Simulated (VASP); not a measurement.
**Na4H: single point with PBE**

System: Na4H, a slab with vacuum.

```xyz
10
Lattice="7.2665 0.0000 0.0000 -2.4222 6.8509 0.0000 0.0000 0.0000 20.9665" Properties=species:S:1:pos:R:3 pbc="T T T"
Na    1.2111    1.7127    4.0000
Na    0.0000    5.1382    4.0000
Na    4.8443    1.7127    4.0000
Na    3.6333    5.1382    4.0000
Na    0.0000    0.0000    6.9665
Na   -1.2111    3.4255    6.9665
Na    3.6333    0.0000    6.9665
Na    2.4222    3.4255    6.9665
H    -2.2761    5.1382    8.3765
H    -1.3571    5.1382    8.3765
```

| Quantity | Value |
| --- | --- |
| Program | VASP 6.6.1 |
| Task | single point |
| Functional | PBE |
| Potentials or basis | VASP PAW PBE potentials, release 64 (Na_pv, H) |
| Cutoff | 520 eV |
| k mesh | 4 × 4 × 1 |
| Occupations | gaussian, width 0.1 eV |
| Spin | no spin polarisation |
| Dipole correction | yes |
| Further INCAR settings | ALGO = Normal; EDIFF = 1e-06; NBANDS = 40 |

```
Largest force          : 2.275 eV/Å
Band gap on the k mesh : zero (bands 29 and 30 overlap by 0.65 eV)
```

Forces on the atoms (eV/Å):
```
Na   0.007  0.005  0.029
Na   0.018  0.001  0.021
Na  -0.007 -0.005  0.029
Na  -0.018 -0.001  0.021
Na  -0.054  0.244 -0.214
Na   0.054 -0.244 -0.214
Na   0.070 -0.005 -0.005
Na  -0.070  0.005 -0.005
H    2.256 -0.235  0.168
H   -2.256  0.235  0.168
```

Levels at points of the mesh, in eV from the Fermi level:
| k point | band 27 | band 28 | band 29 | band 30 | band 31 | band 32 |
| --- | --- | --- | --- | --- | --- | --- |
| (0.00, 0.00, 0.00) | -0.92 | 0.05 | 0.39 | 0.43 | 0.46 | 0.87 |
| (0.50, 0.00, 0.00) | -1.81 | -0.54 | -0.07 | 0.10 | 0.33 | 1.15 |
| (0.00, 0.50, 0.00) | -1.81 | -0.38 | -0.11 | -0.04 | 0.32 | 0.98 |
| (0.50, 0.50, 0.00) | -1.56 | -0.71 | -0.55 | -0.26 | 0.25 | 0.70 |

It took 7.3 min on 1 thread of Intel(R) Xeon(R) 6975P-C (Granite Rapids), with other jobs on the host, peak memory 1 GiB.
